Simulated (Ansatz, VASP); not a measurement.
# ZrC in VASP and in Ansatz

```
Zr C
1.0
     0.00000    2.35021    2.35021
     2.35021    0.00000    2.35021
     2.35021    2.35021    0.00000
Zr C
1 1
Cartesian
  2.3306 2.1714 2.0212
  0.0000 0.0000 0.0000
```

Change from the starting cell: one atom moved.

Alike in both runs: task single point; functional PBEsol; k mesh 14 × 14 × 14; occupations gaussian, width 0.1 eV; no spin polarisation.

```csv
,VASP,Ansatz
version,VASP 6.6.1,Ansatz 0.2.0
potentials or method,"VASP PAW PBE potentials, release 64 (Zr_sv, C), cutoff 520 eV","scalar-relativistic, plane waves, PAW"
valence electrons in the cell,16,16
```

|  | VASP | Ansatz | Ansatz less VASP |
| --- | --- | --- | --- |
| gap on the k mesh at the Fermi level (eV) | 0.06 | 0.06 | +0.001 |
| least direct gap on the mesh (eV) | 0.54 | 0.54 | 0.000 |
| pressure (GPa) | 7.3 | 6.9 | -0.39 |
| traceless stress, the component that is largest in VASP (GPa) | 17.25 | 17.08 | -0.178 |
| rms of the force components (eV/Å) | 1.898 | 1.881 | -0.0172 |

VASP's potentials were made for PBE, not for PBEsol. Atom by atom the forces differ by 0.017 eV/Å (rms over components). The functional is the same, so the differences come from potentials, cutoffs and numerics.
